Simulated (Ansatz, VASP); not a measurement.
# BAs: VASP beside Ansatz

INCAR

```
PREC     = Accurate       # precision mode
ENCUT    = 500            # plane-wave cutoff, eV
EDIFF    = 1E-6           # SCF threshold, eV
ISMEAR   = 0              # smearing method
SIGMA    = 0.02           # smearing width, eV
LREAL    = False          # projectors in reciprocal space
LASPH    = True           # aspherical terms in the spheres
NELM     = 120            # most SCF steps
ALGO     = Normal         # electronic algorithm
ISIF     = 2              # what is computed and relaxed
LWAVE    = False          # write WAVECAR
LCHARG   = True           # write CHGCAR
GGA      = PE             # functional
LELF     = True           # ELF
LVHAR    = True         
NBANDS   = 11             # bands
GGA_COMPAT= False
```

KPOINTS

```
Automatic mesh
0
Gamma
  10 10 10
```

The input POSCAR:

```
BAs
1.0
    0.0000000000      2.4281920652      2.4281920652
    2.4281920652      0.0000000000      2.4281920652
    2.4281920652      2.4281920652      0.0000000000
B As
1 1
Direct
    0.0000000000      0.0000000000      0.0000000000
    0.2500000000      0.2500000000      0.2500000000
```

Input for Ansatz:

```yaml
crystal:
  lattice:
    - [0.0, 2.4281920652, 2.4281920652]
    - [2.4281920652, 0.0, 2.4281920652]
    - [2.4281920652, 2.4281920652, 0.0]
  atoms:
    - { symbol: B, position: [0.0, 0.0, 0.0] }
    - { symbol: As, position: [0.25, 0.25, 0.25] }
basis: {}
kpoints:
  mp_grid: { grid: [10, 10, 10] }
hamiltonian:
  xc: pbe
  pseudopotentials: { kind: all_electron, lapw: {} }
scf:
  occupations: { method: gaussian, width: 0.02 }
output:
  forces: true
  stress: true
  eigenvalues: true
```

Alike in both runs: task single point; functional PBE; k mesh 10 × 10 × 10; occupations gaussian, width 0.02 eV; no spin polarisation.

```csv
,VASP,Ansatz
version,VASP 6.6.1,Ansatz 0.2.0
potentials or method,"VASP PAW PBE potentials, release 64 (B, As), cutoff 500 eV","scalar-relativistic, all-electron LAPW"
```

Ansatz gave:

```
gap on the k mesh at the Fermi level (eV) : 1.24
least direct gap on the mesh (eV)         : 3.22
pressure (GPa)                            : -3.6
```

Question: Estimate VASP's values.

Answer: gap on the k mesh at the Fermi level (eV): 1.23; least direct gap on the mesh (eV): 3.22; pressure (GPa): -3.1.

Ansatz ran all-electron here, and VASP with PAW potentials.
